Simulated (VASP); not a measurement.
A run of VASP 6.6.1 is set up as follows.

INCAR

```
SYSTEM = CdSiN2
ALGO = Normal
EDIFF = 1E-6
ENCUT = 600
GGA = PE
GGA_COMPAT = .FALSE.
ISIF = 2
ISMEAR = -1
LASPH = .TRUE.
LCHARG = .FALSE.
LREAL = .FALSE.
LWAVE = .FALSE.
NBANDS = 25
NELM = 120
PREC = Accurate
SIGMA = 0.02
```

File KPOINTS:

```
k-points
0
G
  8 8 6
  0 0 0
```

File POSCAR:

```
CdSiN2
1.0
    2.9138425021      0.0000000000      0.0000000000
    0.0000000000      2.9138425021      0.0000000000
    0.0000000000      0.0000000000      4.9078680928
Cd N Si
1 2 1
Direct
    0.0000000000      0.0000000000      0.0000000000
    0.0000000000      0.5000000000      0.3166741853
    0.5000000000      0.0000000000      0.6833258147
    0.5000000000      0.5000000000      0.5000000000
```

Potentials or basis: VASP PAW PBE potentials, release 64 (Cd_sv_GW, N, Si).

Command:

```bash
$ cat potpaw_PBE.64/Cd_sv_GW/POTCAR potpaw_PBE.64/N/POTCAR potpaw_PBE.64/Si/POTCAR > POTCAR
$ mpirun -np 1 vasp_std > vasp.out
```

Problem. Estimate the band gap on the k mesh.

Solution. 1.86 eV, indirect (least direct gap 1.86 eV).

Problem. Estimate the largest force.

Solution. 0.113 eV/Å.

Stress tensor (GPa, compression positive):
```
33.96  0.00  0.00
 0.00 33.96  0.00
 0.00  0.00 36.25
```

Caveat: the cell differs from its parent crystal (strain -4.0%). A k mesh can miss the band edges.
